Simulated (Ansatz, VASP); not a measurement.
Bi in VASP and in Ansatz

The input INCAR:

```
SYSTEM = Bi
  PREC = Accurate
  ENCUT = 520
  EDIFF = 1E-7
  ISMEAR = -1
  SIGMA = 0.1
  LREAL = .FALSE.
  LASPH = .TRUE.
  NELM = 100
  ALGO = Normal
  ISIF = 2
  LWAVE = .FALSE.
  LCHARG = .FALSE.
  GGA = PE
  NBANDS = 22
```

Contents of KPOINTS:

```
regular mesh
0
G
  14 14 14
  0 0 0
```

File POSCAR:

```
Bi
1.0
    2.2924582305      1.3235513765      4.0467531177
   -2.2924582305      1.3235513765      4.0467531177
    0.0000000000     -2.6471027530      4.0467531177
Bi
2
Direct
    0.2337113826      0.2337113826      0.2337113826
    0.7662886174      0.7662886174      0.7662886174
```

Input for Ansatz:

```yaml
crystal:
  lattice:
    - [2.2924582305, 1.3235513765, 4.0467531177]
    - [-2.2924582305, 1.3235513765, 4.0467531177]
    - [0.0, -2.647102753, 4.0467531177]
  atoms:
    - { symbol: Bi, position: [0.2337113826, 0.2337113826, 0.2337113826] }
    - { symbol: Bi, position: [0.7662886174, 0.7662886174, 0.7662886174] }
hamiltonian:
  xc: pbe
  pseudopotentials:
    kind: paw
    azcp:
      Bi: "pseudopotentials/Bi.paw.azcp"
basis:
  ecutwfc: 420
  fft_grid_basis: typed
kpoints:
  mp_grid: { grid: [14, 14, 14], shift: [0, 0, 0] }
magnetization:
  spin_polarized: false
scf:
  occupations: { method: fermi_dirac, width: 0.1 }
  lower_state_search: "off"
output:
  stress: true
  write_density: true
  write_potential: true
  elf: true
  volumetric_format: npy
```

Alike in both runs: task single point; functional PBE; k mesh 14 × 14 × 14; occupations fermi-dirac, width 0.1 eV; no spin polarisation.

|  | VASP | Ansatz |
| --- | --- | --- |
| version | VASP 6.6.1 | Ansatz 0.2.0 |
| potentials or method | VASP PAW PBE potentials, release 64 (Bi_d), cutoff 520 eV | plane waves (420 eV) with PAW, scalar-relativistic |
| valence electrons in the cell | 30 | 30 |

|  | VASP | Ansatz | Ansatz less VASP |
| --- | --- | --- | --- |
| pressure (GPa) | 0.0 | 0.0 | +0.05 |
| traceless stress, the component that is largest in VASP (GPa) | 0.06 | 0.06 | -0.001 |

Spin-orbit coupling is off throughout.
